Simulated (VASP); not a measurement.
# Br2 in VASP: single point with revPBE

Aim: the single point of Br2 with revPBE.

Everything below comes from runs of VASP 6.6.1. Logs are shortened: lines on timing, memory, paths and dates and some standing lists are left out, and cuts for length are marked.

## (1) The cell of the first run

The cell holds a molecule in a box, 2 atoms: a = 12.000 Å, b = 12.300 Å, c = 12.600 Å, α = 90.00°, β = 90.00°, γ = 90.00°.

## (2) Single point, revPBE

INCAR

```
  PREC = Accurate
  ENCUT = 520
  EDIFF = 1E-6
  ISMEAR = -1
  SIGMA = 0.01
  LREAL = F
  LASPH = T
  NELM = 60
  ALGO = Normal
  ISIF = 2
  LWAVE = F
  LCHARG = T
  GGA = RE
  LELF = T
  LVHAR = T
  NBANDS = 14
```

KPOINTS

```
regular mesh
0
Gamma
  1 1 1
```

POSCAR

```
Br
1.0
   12.0000000000      0.0000000000      0.0000000000
    0.0000000000     12.3000000000      0.0000000000
    0.0000000000      0.0000000000     12.6000000000
Br
2
Direct
    0.5000000000      0.5000000000      0.4081651886
    0.5000000000      0.5000000000      0.5918348114
```

Potentials or basis: VASP PAW PBE potentials, release 64 (Br).

The run is started by

```sh
> cat potpaw_PBE.64/Br/POTCAR > POTCAR
> mpirun -np 1 vasp_gam > vasp.out
```

OUTCAR:

```text
PREC = Accurate
   ENCUT = 520
   EDIFF = 1E-6
   ISMEAR = -1
   LREAL = F
   LASPH = T
   NELM = 60
   ISIF = 2
   GGA = RE

 ion  position               nearest neighbor table
   1  0.500  0.500  0.408-   2 2.31
   2  0.500  0.500  0.592-   1 2.31

  LATTYP: Found a simple orthorhombic cell.
 ALAT       =    12.0000000000
 B/A-ratio  =     1.0250000000
 C/A-ratio  =     1.0500000000

  Lattice vectors:

 A1 = (  12.0000000000,   0.0000000000,   0.0000000000)
 A2 = (   0.0000000000,  12.3000000000,   0.0000000000)
 A3 = (   0.0000000000,   0.0000000000,  12.6000000000)

Analysis of symmetry for initial positions (statically):
=====================================================================
 Subroutine PRICEL returns:
 Original cell was already a primitive cell.

 Routine SETGRP: Setting up the symmetry group for a
 simple orthorhombic supercell.

 Subroutine GETGRP returns: Found  8 space group operations
 (whereof  8 operations were pure point group operations)
 out of a pool of  8 trial point group operations.

The static configuration has the point symmetry D_2h.

Analysis of symmetry for dynamics (positions and initial velocities):
=====================================================================
 Subroutine PRICEL returns:
 Original cell was already a primitive cell.

 Routine SETGRP: Setting up the symmetry group for a
 simple orthorhombic supercell.

 Subroutine GETGRP returns: Found  8 space group operations
 (whereof  8 operations were pure point group operations)
 out of a pool of  8 trial point group operations.

The dynamic configuration has the point symmetry D_2h.

 Subroutine INISYM returns: Found  8 space group operations
 (whereof  8 operations are pure point group operations),
 and found     1 'primitive' translations

----------------------------------------------------------------------------------------

                                     Primitive cell

  volume of cell :    1859.7600

  direct lattice vectors                    reciprocal lattice vectors
    12.000000000  0.000000000  0.000000000     0.083333333  0.000000000  0.000000000
     0.000000000 12.300000000  0.000000000     0.000000000  0.081300813  0.000000000
     0.000000000  0.000000000 12.600000000     0.000000000  0.000000000  0.079365079

  length of vectors
    12.000000000 12.300000000 12.600000000     0.083333333  0.081300813  0.079365079

  position of ions in fractional coordinates (direct lattice)
     0.500000000  0.500000000  0.408165189
     0.500000000  0.500000000  0.591834811

  ion indices of the primitive-cell ions
   primitive index   ion index
                 1           1
                 2           2

----------------------------------------------------------------------------------------

 KPOINTS: regular mesh

Automatic generation of k-mesh.
 Grid dimensions read from file:
 generate k-points for:    1    1    1

 Generating k-lattice:

  Cartesian coordinates                     Fractional coordinates (reciprocal lattice)
     0.083333333  0.000000000  0.000000000     1.000000000  0.000000000  0.000000000
     0.000000000  0.081300813  0.000000000     0.000000000  1.000000000  0.000000000
     0.000000000  0.000000000  0.079365079     0.000000000  0.000000000  1.000000000

  Length of vectors
     0.083333333  0.081300813  0.079365079

  Shift w.r.t. Gamma in fractional coordinates (k-lattice)
     0.000000000  0.000000000  0.000000000

 Subroutine IBZKPT returns following result:
 ===========================================

 Found      1 irreducible k-points:

 Following reciprocal coordinates:
            Coordinates               Weight
  0.000000  0.000000  0.000000      1.000000
   k-points           NKPTS =      1   k-points in BZ     NKDIM =      1   number of bands    NBANDS=     14
   number of dos      NEDOS =    301   number of ions     NIONS =      2
   total plane-waves  NPLWV = 829440
   dimension x,y,z NGX =    90 NGY =   96 NGZ =   96
   dimension x,y,z NGXF=   180 NGYF=  192 NGZF=  192
   ions per type =               2
   NGX,Y,Z   is equivalent  to a cutoff of  12.47, 12.98, 12.67 a.u.
   NGXF,Y,Z  is equivalent  to a cutoff of  24.94, 25.95, 25.33 a.u.
 SYSTEM =  unknown system
   PREC   = accura    normal or accurate (medium, high low for compatibility)
   ISTART =      0    job   : 0-new  1-cont  2-samecut
   ICHARG =      2    charge: 1-file 2-atom 10-const
   ISPIN  =      1    spin polarized calculation?
   LNONCOLLINEAR =      F non collinear calculations
   LSORBIT =      F    spin-orbit coupling
   LASPH  =      T    aspherical Exc in radial PAW
   ENCUT  =  520.0 eV  38.22 Ry    6.18 a.u.  22.31 22.87 23.43*2*pi/ulx,y,z
   NELM   =     60;   NELMIN=  2; NELMDL= -5     # of ELM steps
   EDIFF  = 0.1E-05   stopping-criterion for ELM
   LREAL  =      F    real-space projection
   EDIFFG = 0.1E-04   stopping-criterion for IOM
   NSW    =      0    number of steps for IOM
   IBRION =     -1    ionic relax: 0-MD 1-quasi-New 2-CG
   NFREE  =      0    steps in history (QN), initial steepest desc. (CG)
   ISIF   =      2    stress and relaxation
   ISYM   =      2    0-nonsym 1-usesym 2-fastsym
   POTIM  = 0.5000    time-step for ionic-motion
   TEBEG  =    0.0;   TEEND  =   0.0 temperature during run
   PSTRESS=    0.0 pullay stress
   NELECT =      14.0000    total number of electrons
   NUPDOWN=      -1.0000    fix difference up-down
   EMIN   =  10.00;   EMAX   =-10.00  energy-range for DOS
   EFERMI =   0.00;   METHOD = LEGACY
   ISMEAR =    -1;   SIGMA  =   0.01  broadening in eV -4-tet -1-fermi 0-gaus
   EFERMI_NEDOS =   21; number of points for ismear=-14 and -15
   IALGO  =     38    algorithm
   IMIX   =      4    mixing-type and parameters
     AMIX     =   0.40;   BMIX     =  1.00
     AMIX_MAG =   1.60;   BMIX_MAG =  1.00
  volume/ion in A,a.u.               =     929.88      6275.14
  Fermi-wavevector in a.u.,A,eV,Ry     =   0.320847  0.606314  1.400625  0.102943
  Thomas-Fermi vector in A             =   1.207823
   LORBIT       =      0    0 simple, 1 ext, 2 COOP (PROOUT), +10 PAW based schemes
   GGA     = RE    functional components
   LHFCALC =     F    Hartree Fock is set to
   AEXX    =    0.0000 exact exchange contribution
   IVDW    =     0    specifies the selected vdW correction
   LEPSILON=     F    determine dielectric tensor
   LRPA    =     F    only Hartree local field effects (RPA)
 non-spin polarized calculation
  energy-cutoff  :      520.00
  volume of cell :     1859.76
 maximum number of plane-waves:     25042
 NGX is ok and might be reduce to    90
   NGX = 45   NGY = 45   NGZ = 47

 number of electron      13.9999998 magnetization

 Free energy of the ion-electron system (eV)
  ---------------------------------------------------
  ext. energy  EPLUGINS =         0.00000000
  ---------------------------------------------------
  free energy    TOTEN  =        -2.86066281 eV

  energy without entropy =       -2.86066281  energy(sigma->0) =       -2.86066281

 E-fermi :  -6.2952     XC(G=0):  -0.6697

 val. band max:       -6.5932334001   @ k =   0.0000   0.0000   0.0000
 cond. band min:      -4.3828377753   @ k =   0.0000   0.0000   0.0000
 fundamental gap:      2.2103956247
 Fermi energy:        -6.2952167360

 k-point     1 :       0.0000    0.0000    0.0000
  band No.  band energies     occupation
      1     -21.6594      2.00000
      2     -18.9189      2.00000
      3     -10.5471      2.00000
      4      -8.5473      2.00000
      5      -8.5473      2.00000
      6      -6.5932      2.00000
      7      -6.5932      2.00000
      8      -4.3828      0.00000
      9      -0.4669      0.00000
     10       0.5646      0.00000
     11       0.5888      0.00000
     12       0.6774      0.00000
     13       0.7147      0.00000
     14       0.8172      0.00000

------------------------ aborting loop because EDIFF is reached ----------------------------------------

  FORCE on cell =-STRESS in cart. coord.  units (eV):
  Direction    XX          YY          ZZ          XY          YZ          ZX
  --------------------------------------------------------------------------------------
  -------------------------------------------------------------------------------------
  Total       -0.0011002     -0.0005587      0.0194701      0.0000000      0.0000000      0.0000000
  in kB       -0.0009478     -0.0004814      0.0167734      0.0000000      0.0000000      0.0000000
  external PRESSURE =       0.0051148 kB  Pullay stress =       0.0000000 kB

 VOLUME and BASIS-vectors are now :
 -----------------------------------------------------------------------------
  energy-cutoff  :      520.00
  volume of cell :     1859.76
      direct lattice vectors                 reciprocal lattice vectors
    12.000000000  0.000000000  0.000000000     0.083333333  0.000000000  0.000000000
     0.000000000 12.300000000  0.000000000     0.000000000  0.081300813  0.000000000
     0.000000000  0.000000000 12.600000000     0.000000000  0.000000000  0.079365079

 POSITION                                       TOTAL-FORCE (eV/Angst)
 -----------------------------------------------------------------------------------
      6.00000      6.15000      5.14288         0.000000      0.000000     -0.008344
      6.00000      6.15000      7.45712         0.000000      0.000000      0.008344
 -----------------------------------------------------------------------------------
    total drift:                                0.000000     -0.000000     -0.000000

  FREE ENERGIE OF THE ION-ELECTRON SYSTEM (eV)
  ---------------------------------------------------
  free  energy   TOTEN  =        -2.8606628134 eV

  energy  without entropy=       -2.8606628134  energy(sigma->0) =       -2.86066281
```

Wall time 3.4 min (1 thread of Intel Xeon 8259CL, shared host); peak memory 1.3 GiB.

Results:

* Free energy: -2.8607 eV
* Largest force: 0.008 eV/Å
* Gap between the frontier levels: 2.21 eV

Forces on the atoms (eV/Å):
```
Br   0.000  0.000 -0.008
Br   0.000  0.000  0.008
```

Levels at points of the mesh, in eV from the valence-band top:
| k point | band 3 | band 4 | band 5 | band 6 | band 7 | band 8 | band 9 | band 10 | band 11 | band 12 |
| --- | --- | --- | --- | --- | --- | --- | --- | --- | --- | --- |
| (0.00, 0.00, 0.00) | -3.95 | -1.95 | -1.95 | 0.00 | 0.00 | 2.21 | 6.13 | 7.16 | 7.18 | 7.27 |

Caveat: the PAW data sets were made with another functional, which shifts forces and pressure a little.
